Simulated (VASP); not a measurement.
# Sn2GeSe3 (P-3m1) in VASP: notebook, part 2 of 2

VASP 6.6.1. Earlier steps stand in the parts before.

## (3) Single point, PBE

This run uses another cell than the first one, of 26.07 Å³/atom.

File INCAR:

```
ALGO     = Normal         # electronic algorithm
EDIFF    = 1E-6           # SCF threshold, eV
ENCUT    = 520            # plane-wave cutoff, eV
GGA      = PE             # functional
ISIF     = 2              # what is computed and relaxed
ISMEAR   = 0              # smearing method
LASPH    = T              # aspherical terms in the spheres
LCHARG   = F              # write CHGCAR
LREAL    = F              # projectors in reciprocal space
LWAVE    = F              # write WAVECAR
NBANDS   = 39             # bands
NELM     = 60             # most SCF steps
PREC     = Accurate       # precision mode
SIGMA    = 0.01           # smearing width, eV
```

File KPOINTS:

```
k-points
0
Gamma
  12 12 4
```

File POSCAR:

```
Sn2GeSe3
1.0
    4.1875794859     -0.0000000028      0.0000000000
   -2.0937897405      3.6265502166      0.0000000000
    0.0000000000      0.0000000000     10.2982616458
Sn Ge Se
2 1 3
Direct
    0.3333333333      0.6666666667      0.8253021316
    0.6666666667      0.3333333333      0.1746978684
    0.0000000000      0.0000000000      0.5000000000
    0.3333333333      0.6666666667      0.3485766475
    0.6666666667      0.3333333333      0.6514233525
    0.0000000000      0.0000000000      0.0000000000
```

Potentials or basis: VASP PAW PBE potentials, release 64 (Sn_d, Ge_d, Se).

On the command line:

```bash
cat potpaw_PBE.64/Sn_d/POTCAR potpaw_PBE.64/Ge_d/POTCAR potpaw_PBE.64/Se/POTCAR > POTCAR
mpirun -np 1 vasp_std > vasp.out
```

OUTCAR:

```text
EDIFF = 1E-6
   ENCUT = 520
   GGA = PE
   ISIF = 2
   ISMEAR = 0
   LASPH = T
   LREAL = F
   NELM = 60
   PREC = Accurate

 ion  position               nearest neighbor table
   1  0.333  0.667  0.825-   5 3.01   5 3.01   5 3.01   6 3.01   6 3.01   6 3.01
   2  0.667  0.333  0.175-   4 3.01   4 3.01   4 3.01   6 3.01   6 3.01   6 3.01
   3  0.000  0.000  0.500-
   4  0.333  0.667  0.349-   2 3.01   2 3.01   2 3.01
   5  0.667  0.333  0.651-   1 3.01   1 3.01   1 3.01
   6  0.000  0.000  0.000-   1 3.01   2 3.01   2 3.01   1 3.01   2 3.01   1 3.01
[... 1215 lines left out ...]
  -------------------------------------------------------------------------------------
  Total       -0.0260699     -0.0260699     -0.0315517     -0.0000000      0.0000000     -0.0000000
  in kB       -0.2670726     -0.2670726     -0.3232304     -0.0000000      0.0000000     -0.0000000
  external PRESSURE =      -0.2857919 kB  Pullay stress =       0.0000000 kB

 VOLUME and BASIS-vectors are now :
 -----------------------------------------------------------------------------
  energy-cutoff  :      520.00
  volume of cell :      156.39
      direct lattice vectors                 reciprocal lattice vectors
     4.187579486 -0.000000003  0.000000000     0.238801437  0.137872074  0.000000000
    -2.093789741  3.626550217  0.000000000     0.000000000  0.275744148  0.000000000
     0.000000000  0.000000000 10.298261646     0.000000000  0.000000000  0.097103767

 POSITION                                       TOTAL-FORCE (eV/Angst)
 -----------------------------------------------------------------------------------
      0.00000      2.41770      8.49918        -0.000000     -0.000000      0.001132
      2.09379      1.20885      1.79908         0.000000      0.000000     -0.001132
      0.00000      0.00000      5.14913        -0.000000     -0.000000      0.000000
      0.00000      2.41770      3.58973        -0.000000     -0.000000     -0.001432
      2.09379      1.20885      6.70853        -0.000000      0.000000      0.001432
      0.00000      0.00000      0.00000        -0.000000     -0.000000      0.000000
 -----------------------------------------------------------------------------------
    total drift:                               -0.000000      0.000000     -0.000000

  FREE ENERGIE OF THE ION-ELECTRON SYSTEM (eV)
  ---------------------------------------------------
  free  energy   TOTEN  =       -24.8226467476 eV

  energy  without entropy=      -24.8226467476  energy(sigma->0) =      -24.82264675
```

OSZICAR:

```text
N       E                     dE             d eps       ncg     rms          rms(c)
DAV:   1     0.592120579444E+03    0.59212E+03   -0.28526E+04  6319   0.243E+03
DAV:   2     0.836774028150E+02   -0.50844E+03   -0.49027E+03  5398   0.700E+02
DAV:   3    -0.182846480342E+02   -0.10196E+03   -0.98864E+02  6327   0.199E+02
DAV:   4    -0.251292013838E+02   -0.68446E+01   -0.67809E+01  6353   0.567E+01
DAV:   5    -0.253169650235E+02   -0.18776E+00   -0.18760E+00  6346   0.101E+01    0.514E+00
DAV:   6    -0.248137362256E+02    0.50323E+00   -0.93825E-01  7071   0.497E+00    0.306E+00
DAV:   7    -0.248190487533E+02   -0.53125E-02   -0.29712E-01  6692   0.198E+00    0.133E+00
DAV:   8    -0.248224393607E+02   -0.33906E-02   -0.30633E-02  6351   0.124E+00    0.201E-01
DAV:   9    -0.248223498284E+02    0.89532E-04   -0.30329E-03  6405   0.438E-01    0.863E-02
DAV:  10    -0.248225998266E+02   -0.25000E-03   -0.61136E-04  6755   0.111E-01    0.400E-02
DAV:  11    -0.248226472841E+02   -0.47457E-04   -0.13215E-04  6566   0.819E-02    0.115E-02
DAV:  12    -0.248226471352E+02    0.14886E-06   -0.13968E-05  5748   0.197E-02    0.689E-03
DAV:  13    -0.248226467476E+02    0.38759E-06   -0.21502E-06  4866   0.700E-03
   1 F= -.24822647E+02 E0= -.24822647E+02  d E =-.216479E-19
```

Wall time 5.5 min (1 thread of AMD EPYC 9R14 (Zen 4), shared host); peak memory 0.49 GiB.

What came out:

```
Free energy            : -24.8226 eV
Pressure               : 0.0 GPa
Band gap on the k mesh : 0.35 eV (least direct gap 0.38 eV)
```

Levels at points of the mesh, in eV from the valence-band top:
| k point | band 26 | band 27 | band 28 | band 29 | band 30 | band 31 | band 32 | band 33 | band 34 | band 35 |
| --- | --- | --- | --- | --- | --- | --- | --- | --- | --- | --- |
| (0.00, 0.00, 0.00) | -2.05 | -1.96 | -1.96 | -0.87 | -0.41 | 1.33 | 1.36 | 1.41 | 1.41 | 1.97 |
| (0.50, 0.00, 0.00) | -3.19 | -2.64 | -2.47 | -1.57 | -1.38 | 1.57 | 1.68 | 2.13 | 2.29 | 3.02 |
| (0.00, 0.00, 0.50) | -1.90 | -1.90 | -1.88 | -1.19 | 0.00 | 0.38 | 1.06 | 1.06 | 2.77 | 3.02 |
| (0.50, 0.00, 0.50) | -3.16 | -2.84 | -1.91 | -1.90 | -0.02 | 0.35 | 1.06 | 1.10 | 3.43 | 3.58 |

Caveat: semilocal functionals underestimate gaps, and a narrow one can read as zero; spin-orbit coupling is left out, which moves the levels of the heavy elements.

## (4) Single point, PBE

This run uses another cell than the first one, of 26.07 Å³/atom.

File INCAR:

```
PREC = Accurate ; ENCUT = 520
EDIFF = 1E-7 ; ISMEAR = 0
SIGMA = 0.02 ; LREAL = F
LASPH = T ; NELM = 100
ALGO = Normal ; ISIF = 2
LWAVE = F ; LCHARG = F
GGA = PE ; NBANDS = 39
```

File KPOINTS:

```
regular mesh
0
Gamma
  12 12 4
```

POSCAR is that of step 3.

On the command line:

```bash
cat potpaw_PBE.64/Sn_d/POTCAR potpaw_PBE.64/Ge_d/POTCAR potpaw_PBE.64/Se/POTCAR > POTCAR
mpirun -np 1 vasp_std > vasp.out
```

It took 6.1 min on 1 thread of AMD EPYC 9R14 (Zen 4), shared host; peak memory 0.49 GiB.

Results (log left out):

- Free energy: -24.8226 eV
- Pressure: 0.0 GPa
- Band gap on the k mesh: 0.35 eV (least direct gap 0.38 eV)

Levels at points of the mesh, in eV from the valence-band top:
```csv
k point,band 27,band 28,band 29,band 30,band 31,band 32,band 33,band 34
"(0.00, 0.00, 0.00)",-1.96,-1.96,-0.87,-0.41,1.33,1.36,1.41,1.41
"(0.50, 0.00, 0.00)",-2.64,-2.47,-1.57,-1.38,1.57,1.68,2.13,2.29
"(0.00, 0.00, 0.50)",-1.90,-1.88,-1.19,0.00,0.38,1.06,1.06,2.77
"(0.50, 0.00, 0.50)",-2.84,-1.91,-1.90,-0.02,0.35,1.06,1.10,3.43
```

Caveat: semilocal functionals underestimate gaps, and a narrow one can read as zero; spin-orbit coupling is left out, which moves the levels of the heavy elements.

## (5) The runs side by side

| cell | k mesh | smearing | gap on the mesh (eV) | pressure (GPa) |
| --- | --- | --- | --- | --- |
| a = 4.265, b = 4.265, c = 10.582 Å, angles 90.0, 90.0, 120.0°, 6 atoms, atomic positions A | 6 × 6 × 2 | gaussian 0.1 eV | 0.06 | -3.1 |
| a = 4.188, b = 4.188, c = 10.298 Å, angles 90.0, 90.0, 120.0°, 6 atoms, atomic positions B | 12 × 12 × 4 | gaussian 0.01 eV | 0.35 | 0.0 |
| a = 4.188, b = 4.188, c = 10.298 Å, angles 90.0, 90.0, 120.0°, 6 atoms, atomic positions B | 12 × 12 × 4 | gaussian 0.02 eV | 0.35 | 0.0 |

Alike in all rows: task single point; level PBE; potentials or basis VASP PAW PBE potentials, release 64 (Sn_d, Ge_d, Se); no spin polarisation; cutoff (eV) 520.

Caveats: semilocal functionals underestimate gaps, and a narrow one can read as zero; spin-orbit coupling is left out, which moves the levels of the heavy elements; the cell stands under tension (at least some runs).

Absolute energies hang on the potentials; compare differences alone.
